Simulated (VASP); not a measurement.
## BeS (rocksalt type): single point with LDA

BeS (rocksalt type):

```
Be S
1.0
     0.00000    1.92122    1.92122
     1.92122    0.00000    1.92122
     1.92122    1.92122    0.00000
Be S
1 1
Direct
  0.00000 0.00000 0.00000
  0.50000 0.50000 0.50000
```

This cell differs from its parent crystal: volume scaled by 0.6.

```yaml
Program: VASP 6.6.1
Task: single point
Functional: LDA
Potentials_or_basis: VASP PAW LDA potentials, release 64 (Be, S)
Cutoff: 600 eV
k_mesh: 17 × 17 × 17
Occupations: fermi-dirac, width 0.08 eV
Spin: no spin polarisation
```

- Pressure: 156.1 GPa
- Band gap on the k mesh: 0.53 eV, indirect (least direct gap 3.01 eV)

Levels at points of the mesh, in eV from the valence-band top:
| k point | band 2 | band 3 | band 4 | band 5 | band 6 | band 7 |
| --- | --- | --- | --- | --- | --- | --- |
| (0.00, 0.00, 0.00) | -0.72 | -0.72 | -0.72 | 7.31 | 7.31 | 7.31 |

It took 31 s on 1 thread of Intel Xeon 8259CL (shared host), peak memory 0.15 GiB.

 A k mesh can miss the band edges.
